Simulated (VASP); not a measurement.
A run of VASP 6.6.1:

The input INCAR:

```
  PREC = Accurate
  ENCUT = 500
  EDIFF = 1E-7
  ISMEAR = 0
  SIGMA = 0.1
  LREAL = F
  LASPH = T
  NELM = 120
  ALGO = Normal
  ISIF = 3
  LWAVE = F
  LCHARG = F
  GGA = PE
  IBRION = 2
  NSW = 90
  EDIFFG = -0.025
  GGA_COMPAT = F
  NELMIN = 4
```

Contents of KPOINTS:

```
regular mesh
0
Gamma
  12 12 4
```

Contents of POSCAR:

```
InH
1.0
    3.4720256566      0.0000000000      0.0000000000
   -1.7360128283      3.0068624212      0.0000000000
    0.0000000000      0.0000000000     12.6317291374
In H
4 4
Direct
    0.0000000000      1.0000000000      0.0000000000
    0.3333333333      0.6666666667      0.2500000000
    0.0000000000      1.0000000000      0.5000000000
    0.6666666667      0.3333333333      0.7500000000
    0.3333333333      0.6666666667      0.5746791982
    0.6666666667      0.3333333333      0.4253208018
    0.6666666667      0.3333333333      0.0746791982
    0.3333333333      0.6666666667      0.9253208018
```

Potentials or basis: VASP PAW PBE potentials, release 64 (In_d, H).

Launch:

```bash
$ cat potpaw_PBE.64/In_d/POTCAR potpaw_PBE.64/H/POTCAR > POTCAR
$ mpirun -np 1 vasp_std > vasp.out
```

Hardware: 1 thread of Intel(R) Xeon(R) Platinum 8375C CPU @ 2.90GHz (Ice Lake), with other jobs on the host.

Task: Estimate the wall time of this run.

Result: Wall time 21 min on 1 thread of Intel(R) Xeon(R) Platinum 8375C CPU @ 2.90GHz (Ice Lake), with other jobs on the host, peak memory 0.38 GiB. Counts: scf iterations 60, k points 57, ion steps 6.
